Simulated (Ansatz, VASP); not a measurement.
**Pt in VASP and in Ansatz**

File INCAR:

```
SYSTEM = Pt
PREC = Accurate ; ENCUT = 520
EDIFF = 1E-6 ; ISMEAR = 0
SIGMA = 0.15 ; LREAL = .False.
LASPH = .True. ; NELM = 80
ALGO = Fast ; ISIF = 2
LWAVE = .False. ; LCHARG = .True.
GGA = PE ; LELF = .True.
LVHAR = .True. ; NBANDS = 11
```

The input KPOINTS:

```
regular mesh
0
Gamma
  22 22 22
  0 0 0
```

The input POSCAR:

```
Pt
1.0
    0.0000000000      2.0089924916      2.1703145887
    2.0089924916      0.0000000000      2.1703145887
    2.0089924916      2.0089924916      0.0000000000
Pt
1
Direct
    0.0000000000      0.0000000000      0.0000000000
```

Input for Ansatz:

```yaml
crystal:
  lattice:
    - [0.0, 2.0089924916, 2.1703145887]
    - [2.0089924916, 0.0, 2.1703145887]
    - [2.0089924916, 2.0089924916, 0.0]
  atoms:
    - { symbol: Pt, position: [0.0, 0.0, 0.0] }
basis:
  ecutwfc: 420
kpoints:
  mp_grid: { grid: [22, 22, 22] }
hamiltonian:
  xc: pbe
  pseudopotentials: { kind: paw, azcp: { folder: soft_1 } }
scf:
  occupations: { method: gaussian, width: 0.15 }
output:
  forces: true
  stress: true
  eigenvalues: true
```

Alike in both runs: task single point; functional PBE; k mesh 22 × 22 × 22; occupations gaussian, width 0.15 eV; no spin polarisation.

|  | VASP | Ansatz |
| --- | --- | --- |
| version | VASP 6.6.1 | Ansatz 0.2.0 |
| potentials or method | VASP PAW PBE potentials, release 64 (Pt), cutoff 520 eV | scalar-relativistic, plane waves, PAW |
| valence electrons in the cell | 10 | 18 |

|  | VASP | Ansatz | Ansatz less VASP |
| --- | --- | --- | --- |
| gap on the k mesh at the Fermi level (eV) | none | none | - |
| pressure (GPa) | -20.2 | -20.0 | +0.25 |
| traceless stress, the component that is largest in VASP (GPa) | -3.30 | -3.33 | -0.032 |

A gap of «none» marks a metal or a gap that the smearing closes. VASP's potentials hold 10 valence electrons a cell and Ansatz's 18, so a difference there can come from the potentials and not from the codes.

Neither program's run includes spin-orbit coupling.
